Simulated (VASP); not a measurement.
# Hg (Fd-3m) in VASP: notebook, part 2 of 2

VASP 6.6.1.

### Step 3. Relaxation of cell and atoms, PBEsol

This run uses another cell than the first one, of 30.37 Å³/atom.

Input file INCAR:

```
SYSTEM = Hg
ALGO = Normal
EDIFF = 1E-7
EDIFFG = -0.03
ENCUT = 500
GGA = PS
GGA_COMPAT = .FALSE.
IBRION = 2
ISIF = 3
ISMEAR = -1
LASPH = .TRUE.
LCHARG = .FALSE.
LREAL = .FALSE.
LWAVE = .FALSE.
NELM = 120
NELMIN = 4
NSW = 60
PREC = Accurate
SIGMA = 0.1
```

Input file KPOINTS:

```
k-points
0
G
  7 7 7
  0 0 0
```

Input file POSCAR:

```
Hg
1.0
    0.0000000000      3.1200000000      3.1200000000
    3.1200000000      0.0000000000      3.1200000000
    3.1200000000      3.1200000000      0.0000000000
Hg
2
Direct
    1.0000000000      1.0000000000      1.0000000000
    0.2500000000      0.2500000000      0.2500000000
```

Potentials or basis: VASP PAW PBE potentials, release 64 (Hg).

On the command line:

```
$ cat potpaw_PBE.64/Hg/POTCAR > POTCAR
$ mpirun -np 1 vasp_std > vasp.out
```

OUTCAR:

```text
SYSTEM = Hg
   EDIFF = 1E-7
   EDIFFG = -0.03
   ENCUT = 500
   GGA = PS
   IBRION = 2
   ISIF = 3
   ISMEAR = -1
   LASPH = .TRUE.
   LREAL = .FALSE.
   NELM = 120
   NELMIN = 4
   NSW = 60
   PREC = Accurate

 ion  position               nearest neighbor table
   1  0.000  0.000  0.000-   2 2.70   2 2.70   2 2.70   2 2.70
   2  0.250  0.250  0.250-   1 2.70   1 2.70   1 2.70   1 2.70

  LATTYP: Found a face centered cubic cell.
 ALAT       =     6.2400000000

  Lattice vectors:

 A1 = (   0.0000000000,   3.1200000000,   3.1200000000)
 A2 = (   3.1200000000,   0.0000000000,   3.1200000000)
 A3 = (   3.1200000000,   3.1200000000,   0.0000000000)

[... 177 lines left out ...]
  --------------------------------------------------------------------------------------
  -------------------------------------------------------------------------------------
  Total        2.2796010      2.2796010      2.2796010      0.0000000     -0.0000000      0.0000000
  in kB       60.1278444     60.1278444     60.1278444      0.0000000     -0.0000000      0.0000000
  external PRESSURE =      60.1278444 kB  Pullay stress =       0.0000000 kB
[... 131 lines left out ...]
--------------------------------------- Ionic step        5  -------------------------------------------

 number of electron      24.0000011 magnetization

 Free energy of the ion-electron system (eV)
  ---------------------------------------------------
  ext. energy  EPLUGINS =         0.00000000
  ---------------------------------------------------
  free energy    TOTEN  =        -0.69270983 eV

  energy without entropy =       -0.65892287  energy(sigma->0) =       -0.67581635

 E-fermi :   0.4324     XC(G=0):  -8.4025

 val. band max:        0.3820515123   @ k =  -0.2857   0.4286   0.1429
 cond. band min:       0.4628882890   @ k =  -0.2857   0.2857   0.0000
 fundamental gap:      0.0808367767
 Fermi energy:         0.4324281748

 k-point     1 :       0.0000    0.0000    0.0000
  band No.  band energies     occupation
      1      -7.1638      2.00000
      2      -7.1638      2.00000
      3      -7.1638      2.00000
      4      -7.0936      2.00000
      5      -7.0936      2.00000
      6      -7.0928      2.00000
[... 398 lines left out ...]
  FREE ENERGIE OF THE ION-ELECTRON SYSTEM (eV)
  ---------------------------------------------------
  free  energy   TOTEN  =        -0.6927098332 eV

  energy  without entropy=       -0.6589228727  energy(sigma->0) =       -0.67581635

 reached required accuracy - stopping structural energy minimisation
```

OSZICAR:

```text
N       E                     dE             d eps       ncg     rms          rms(c)
DAV:   1     0.172791116827E+03    0.17279E+03   -0.12126E+04   640   0.136E+03
DAV:   2     0.318073389315E+01   -0.16961E+03   -0.16450E+03   664   0.344E+02
DAV:   3    -0.648753413350E+00   -0.38295E+01   -0.38221E+01   792   0.605E+01
[... 53 lines left out ...]
DAV:   4    -0.692735890040E+00    0.88259E-03   -0.18679E-03   680   0.405E-01    0.106E-01
DAV:   5    -0.692692974638E+00    0.42915E-04   -0.20065E-04   664   0.154E-01    0.114E-02
DAV:   6    -0.692704655671E+00   -0.11681E-04   -0.11709E-05   728   0.238E-02    0.603E-03
DAV:   7    -0.692709806853E+00   -0.51512E-05   -0.62809E-06   728   0.171E-02    0.267E-03
DAV:   8    -0.692709833223E+00   -0.26371E-07   -0.48025E-08   504   0.146E-03
   5 F= -.69270983E+00 E0= -.67581635E+00  d E =-.182562E+00
```

CONTCAR:

```text
Hg
   1.00000000000000
     0.0000000000000000    3.3384379347136015    3.3384379347136015
     3.3384379347136015   -0.0000000000000000    3.3384379347136015
     3.3384379347136015    3.3384379347136015    0.0000000000000000
  Hg
     2
Direct
     0.0000000000000000    0.0000000000000000    0.0000000000000000
     0.2500000000000000    0.2500000000000000    0.2500000000000000

  0.00000000E+00  0.00000000E+00  0.00000000E+00
  0.00000000E+00  0.00000000E+00  0.00000000E+00
```

It took 41 s on 1 thread of Intel Xeon Platinum 8559C (Emerald Rapids), shared host; peak memory 0.18 GiB.

Results:

* Free energy: -0.6927 eV
* Relaxed volume: 37.21 Å³/atom
* Relaxed cell: a = 4.721 Å, b = 4.721 Å, c = 4.721 Å, α = 60.00°, β = 60.00°, γ = 60.00°
* Space group after relaxing (to 0.1 Å): Fd-3m (No. 227)
* Energy gained by relaxing: 91.3 meV/atom
* Ionic steps: 5
* Pressure after relaxing: 0.0 GPa
* Band gap on the k mesh: zero (bands 12 and 13 overlap by 2.84 eV)

The path:
```csv
step,energy change (eV),largest force (eV/Å),pressure (GPa),volume (Å³)
1,0.0000,0.0000,6.01,60.74
2,-0.1770,0.0000,0.61,71.32
3,-0.1812,0.0000,0.29,72.83
4,-0.1813,0.0000,-0.26,75.92
5,-0.1826,0.0000,0.00,74.41
```

Final structure:
```xyz
2
Lattice="0.0000 3.3384 3.3384 3.3384 0.0000 3.3384 3.3384 3.3384 0.0000" Properties=species:S:1:pos:R:3 pbc="T T T"
Hg    0.0000    0.0000    0.0000
Hg    1.6692    1.6692    1.6692
```

Caveat: the volume moved by over 15 % at a fixed basis, so the end points are rough; the PAW data sets were made with another functional, which shifts forces and pressure a little; spin-orbit coupling is left out, which moves the levels of the heavy elements.

### Step 4. Relaxation of cell and atoms, PBEsol, target pressure 20 GPa, at which the enthalpy is minimised

This run uses another cell than the first one, of 30.37 Å³/atom.

Input file INCAR:

```
SYSTEM = Hg
  ALGO = Normal
  EDIFF = 1E-7
  EDIFFG = -0.03
  ENCUT = 500
  GGA = PS
  GGA_COMPAT = .FALSE.
  IBRION = 2
  ISIF = 3
  ISMEAR = -1
  LASPH = .TRUE.
  LCHARG = .FALSE.
  LREAL = .FALSE.
  LWAVE = .FALSE.
  NELM = 120
  NELMIN = 4
  NSW = 60
  PREC = Accurate
  PSTRESS = 200.0
  SIGMA = 0.1
```

KPOINTS is that of step 3.

POSCAR is that of step 3.

On the command line:

```
$ cat potpaw_PBE.64/Hg/POTCAR > POTCAR
$ mpirun -np 1 vasp_std > vasp.out
```

It took 38 s on 1 thread of Intel Xeon Platinum 8559C (Emerald Rapids), shared host; peak memory 0.19 GiB.

Results (log left out):

| Item | Value |
| --- | --- |
| Free energy | 0.1432 eV |
| Relaxed volume | 25.97 Å³/atom |
| Relaxed cell | a = 4.188 Å, b = 4.188 Å, c = 4.188 Å, α = 60.00°, β = 60.00°, γ = 60.00° |
| Space group after relaxing (to 0.1 Å) | Fd-3m (No. 227) |
| Energy change on relaxing (the run minimises the enthalpy) | +326.7 meV/atom |
| Ionic steps | 5 |
| Pressure after relaxing | 20.0 GPa |
| Band gap on the k mesh | zero (bands 12 and 13 overlap by 6.69 eV) |

The path:
```csv
step,energy change (eV),largest force (eV/Å),pressure (GPa),volume (Å³)
1,0.0000,0.0000,6.01,60.74
2,3.7419,0.0000,76.99,40.29
3,0.5868,0.0000,18.69,52.50
4,0.6329,0.0000,19.60,52.11
5,0.6534,0.0000,20.00,51.94
```

Final structure:
```
Hg
1.0
     0.00000    2.96144    2.96144
     2.96144    0.00000    2.96144
     2.96144    2.96144    0.00000
Hg
2
Direct
  0.00000 0.00000 0.00000
  0.25000 0.25000 0.25000
```

Levels at points of the mesh, in eV from the Fermi level:
```csv
k point,band 8,band 9,band 10,band 11,band 12,band 13,band 14,band 15,band 16
"(0.00, 0.00, 0.00)",-6.88,-6.88,-6.04,-6.04,6.15,6.93,6.93,6.93,7.72
```

Caveat: the cell is relaxed towards a set pressure, so the run minimises the enthalpy, not the energy; the PAW data sets were made with another functional, which shifts forces and pressure a little; spin-orbit coupling is left out, which moves the levels of the heavy elements.

### Step 5. Relaxation of cell and atoms, PBEsol, target pressure 40 GPa, at which the enthalpy is minimised

This run uses another cell than the first one, of 30.37 Å³/atom.

Input file INCAR:

```
  PREC = Accurate
  ENCUT = 500
  EDIFF = 1E-7
  ISMEAR = -1
  SIGMA = 0.1
  LREAL = F
  LASPH = T
  NELM = 120
  ALGO = Normal
  ISIF = 3
  LWAVE = F
  LCHARG = F
  GGA = PS
  IBRION = 2
  NSW = 60
  EDIFFG = -0.03
  PSTRESS = 400.0
  GGA_COMPAT = F
  NELMIN = 4
```

Input file KPOINTS:

```
Automatic mesh
0
Gamma
  7 7 7
```

POSCAR is that of step 4.

On the command line:

```
$ cat potpaw_PBE.64/Hg/POTCAR > POTCAR
$ mpirun -np 1 vasp_std > vasp.out
```

It took 66 s on 1 thread of Intel Xeon Platinum 8559C (Emerald Rapids), shared host; peak memory 0.19 GiB.

Results (log left out):

| Item | Value |
| --- | --- |
| Free energy | 1.2159 eV |
| Relaxed volume | 23.01 Å³/atom |
| Relaxed cell | a = 4.022 Å, b = 4.022 Å, c = 4.022 Å, α = 60.00°, β = 60.00°, γ = 60.00° |
| Space group after relaxing (to 0.1 Å) | Fd-3m (No. 227) |
| Energy change on relaxing (the run minimises the enthalpy) | +863.0 meV/atom |
| Ionic steps | 9 |
| Pressure after relaxing | 40.0 GPa |
| Band gap on the k mesh | zero (bands 12 and 13 overlap by 8.03 eV) |

The path:
```
step  energy change (eV)  largest force (eV/Å)  pressure (GPa)  volume (Å³)
   1              0.0000                0.0000            6.01        60.74
   2             50.2986                0.0000         1121.41        19.88
   3              0.2633                0.0000           12.03        55.91
   4              0.5674                0.0000           18.30        52.66
   5              2.0290                0.0000           45.52        44.88
   6              1.6792                0.0000           39.15        46.20
   7              1.7448                0.0000           40.34        45.94
   8              1.6750                0.0000           39.08        46.22
   9              1.7261                0.0000           40.00        46.01
```

Final structure:
```
Hg
1.0
     0.00000    2.84412    2.84412
     2.84412    0.00000    2.84412
     2.84412    2.84412    0.00000
Hg
2
Direct
  0.00000 0.00000 0.00000
  0.25000 0.25000 0.25000
```

Levels at points of the mesh, in eV from the Fermi level:
| k point | band 8 | band 9 | band 10 | band 11 | band 12 | band 13 | band 14 | band 15 | band 16 |
| --- | --- | --- | --- | --- | --- | --- | --- | --- | --- |
| (0.00, 0.00, 0.00) | -7.15 | -7.15 | -6.04 | -6.04 | 7.26 | 7.82 | 7.82 | 7.82 | 8.12 |

Caveat: the cell is relaxed towards a set pressure, so the run minimises the enthalpy, not the energy; the volume moved by over 15 % at a fixed basis, so the end points are rough; the PAW data sets were made with another functional, which shifts forces and pressure a little; spin-orbit coupling is left out, which moves the levels of the heavy elements.

### Step 6. Relaxation of cell and atoms, PBEsol, target pressure 60 GPa, at which the enthalpy is minimised

This run uses another cell than the first one, of 30.37 Å³/atom.

Input file INCAR:

```
  ALGO = Normal
  EDIFF = 1E-7
  EDIFFG = -0.03
  ENCUT = 500
  GGA = PS
  GGA_COMPAT = False
  IBRION = 2
  ISIF = 3
  ISMEAR = -1
  LASPH = True
  LCHARG = False
  LREAL = False
  LWAVE = False
  NELM = 120
  NELMIN = 4
  NSW = 60
  PREC = Accurate
  PSTRESS = 600.0
  SIGMA = 0.1
```

Input file KPOINTS:

```
k-points
0
Gamma
  7 7 7
```

POSCAR is that of step 5.

Potentials or basis: VASP PAW PBE potentials, release 64 (Hg).

On the command line:

```
$ cat potpaw_PBE.64/Hg/POTCAR > POTCAR
$ mpirun -np 1 vasp_std > vasp.out
```

Wall time 86 s (1 thread of Intel Xeon Platinum 8559C (Emerald Rapids), shared host); peak memory 0.23 GiB.

It converged, with:

```
Free energy                                                : 2.3120 eV
Relaxed volume                                             : 21.23 Å³/atom
Relaxed cell                                               : a = 3.916 Å, b = 3.916 Å, c = 3.916 Å, α = 60.00°, β = 60.00°, γ = 60.00°
Space group after relaxing (to 0.1 Å)                      : Fd-3m (No. 227)
Energy change on relaxing (the run minimises the enthalpy) : +1411.1 meV/atom
Ionic steps                                                : 10
Pressure after relaxing                                    : 60.0 GPa
Band gap on the k mesh                                     : zero (bands 12 and 13 overlap by 8.86 eV)
```

Step by step:
```tsv
step	energy change (eV)	largest force (eV/Å)	pressure (GPa)	volume (Å³)
1	0.0000	0.0000	6.01	60.74
2	383.2893	0.0000	13691.79	7.88
3	0.1206	0.0000	8.86	58.12
4	0.2670	0.0000	12.12	55.87
5	4.6790	0.0000	94.60	38.53
6	2.3462	0.0000	51.31	43.82
7	2.7636	0.0000	58.92	42.61
8	2.8834	0.0000	61.12	42.29
9	2.6020	0.0000	55.96	43.06
10	2.8221	0.0000	59.99	42.45
```

Final structure:
```
Hg
1.0
     0.00000    2.76877    2.76877
     2.76877    0.00000    2.76877
     2.76877    2.76877    0.00000
Hg
2
Cartesian
  0.0000 0.0000 0.0000
  1.3844 1.3844 1.3844
```

Levels at points of the mesh, in eV from the Fermi level:
```tsv
k point	band 9	band 10	band 11	band 12	band 13	band 14	band 15	band 16
(0.00, 0.00, 0.00)	-7.42	-6.10	-6.10	7.88	8.35	8.42	8.42	8.42
```

Caveat: the cell is relaxed towards a set pressure, so the run minimises the enthalpy, not the energy; the volume moved by over 15 % at a fixed basis, so the end points are rough; the PAW data sets were made with another functional, which shifts forces and pressure a little; spin-orbit coupling is left out, which moves the levels of the heavy elements.

### Step 7. The runs side by side

| task | cell | gap on the mesh (eV) | pressure (GPa) |
| --- | --- | --- | --- |
| single point | a = 4.685 Å, angles 60.0°, 2 atoms | none | 0.3 |
| relaxation of cell and atoms | relaxed from a = 4.412 Å, angles 60.0°, 2 atoms | none | 0.0 |
| relaxation of cell and atoms | relaxed to 20 GPa from a = 4.412 Å, angles 60.0°, 2 atoms | none | 20.0 |
| relaxation of cell and atoms | relaxed to 40 GPa from a = 4.412 Å, angles 60.0°, 2 atoms | none | 40.0 |
| relaxation of cell and atoms | relaxed to 60 GPa from a = 4.412 Å, angles 60.0°, 2 atoms | none | 60.0 |

Alike in all rows: level PBEsol; potentials or basis VASP PAW PBE potentials, release 64 (Hg); no spin polarisation; k mesh 7 × 7 × 7; cutoff (eV) 500; smearing fermi-dirac 0.1 eV.

Caveats: the PAW data sets were made with another functional, which shifts forces and pressure a little; spin-orbit coupling is left out, which moves the levels of the heavy elements; the volume moved by over 15 % at a fixed basis, so the end points are rough (at least some runs); the cell is relaxed towards a set pressure, so the run minimises the enthalpy, not the energy (at least some runs).

Absolute energies hang on the potentials; compare differences alone.
